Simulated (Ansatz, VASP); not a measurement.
**One calculation of CdSe, two programs**

Contents of INCAR:

```
ALGO = Normal
EDIFF = 1E-7
ENCUT = 520
GGA = PE
ISIF = 2
ISMEAR = 0
LASPH = T
LCHARG = F
LREAL = F
LWAVE = F
NBANDS = 16
NELM = 80
PREC = Accurate
SIGMA = 0.05
```

Contents of KPOINTS:

```
k-points
0
Gamma
  10 10 10
```

The input POSCAR:

```
CdSe
1.0
    0.0000000000      3.3439374768      3.3439374768
    3.3439374768      0.0000000000      3.3439374768
    3.1718361613      3.1718361613      0.1721013155
Cd Se
1 1
Direct
    0.0000000000      0.0000000000      0.0000000000
    0.7500000000      0.7500000000      0.7500000000
```

Input for Ansatz:

```yaml
crystal:
  lattice:
    - [0.0, 3.3439374768, 3.3439374768]
    - [3.3439374768, 0.0, 3.3439374768]
    - [3.1718361613, 3.1718361613, 0.1721013155]
  atoms:
    - { symbol: Cd, position: [0.0, 0.0, 0.0] }
    - { symbol: Se, position: [0.75, 0.75, 0.75] }
basis:
  ecutwfc: 420
kpoints:
  mp_grid: { grid: [10, 10, 10] }
hamiltonian:
  xc: pbe
scf:
  occupations: { method: gaussian, width: 0.05 }
output:
  forces: true
  stress: true
  eigenvalues: true
```

Alike in both runs: task single point; functional PBE; k mesh 10 × 10 × 10; occupations gaussian, width 0.05 eV; no spin polarisation.

|  | VASP | Ansatz |
| --- | --- | --- |
| version | VASP 6.6.1 | Ansatz 0.2.0 |
| potentials or method | VASP PAW PBE potentials, release 64 (Cd, Se), cutoff 520 eV | scalar-relativistic, plane waves, PAW |
| valence electrons in the cell | 18 | 36 |

Ansatz gave:

| Item | Value |
| --- | --- |
| gap on the k mesh at the Fermi level (eV) | 0.37 |
| least direct gap on the mesh (eV) | 0.38 |
| pressure (GPa) | -4.3 |
| traceless stress, the component that is largest in VASP (GPa) | 1.22 |
| rms of the force components (eV/Å) | 0.127 |

**Question.** Estimate VASP's values.

**Answer.** gap on the k mesh at the Fermi level (eV): 0.36; least direct gap on the mesh (eV): 0.38; pressure (GPa): -4.2; traceless stress, the component that is largest in VASP (GPa): 1.26; rms of the force components (eV/Å): 0.136.

Atom by atom the forces differ by 0.009 eV/Å (rms over components). VASP's potentials hold 18 valence electrons a cell and Ansatz's 36, so a difference there can come from the potentials and not from the codes.
